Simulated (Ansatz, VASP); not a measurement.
# Ag in VASP and in Ansatz

```
Ag
1.0
     3.16440    0.00000    0.00000
    -1.58220    2.74045    0.00000
     0.00000    0.00000    4.79000
Ag
2
Direct
  0.33333 0.66667 0.25000
  0.66667 0.33333 0.75000
```

Change from the starting cell: strain +0.080 along x and y, +0.000 along z, atoms carried along.

Alike in both runs: task single point; functional PBEsol; k mesh 18 × 18 × 10; occupations gaussian, width 0.15 eV; no spin polarisation.

|  | VASP | Ansatz |
| --- | --- | --- |
| version | VASP 6.6.1 | Ansatz 0.2.0 |
| potentials or method | VASP PAW PBE potentials, release 64 (Ag), cutoff 520 eV | scalar-relativistic, plane waves, PAW |
| valence electrons in the cell | 22 | 38 |

```csv
,VASP,Ansatz,Ansatz less VASP
gap on the k mesh at the Fermi level (eV),none,none,-
pressure (GPa),-13.4,-13.4,+0.04
"traceless stress, the component that is largest in VASP (GPa)",1.72,1.74,+0.021
```

VASP's potentials were made for PBE, not for PBEsol. A gap of «none» marks a metal or a gap that the smearing closes. VASP's potentials hold 22 valence electrons a cell and Ansatz's 38, so a difference there can come from the potentials and not from the codes.
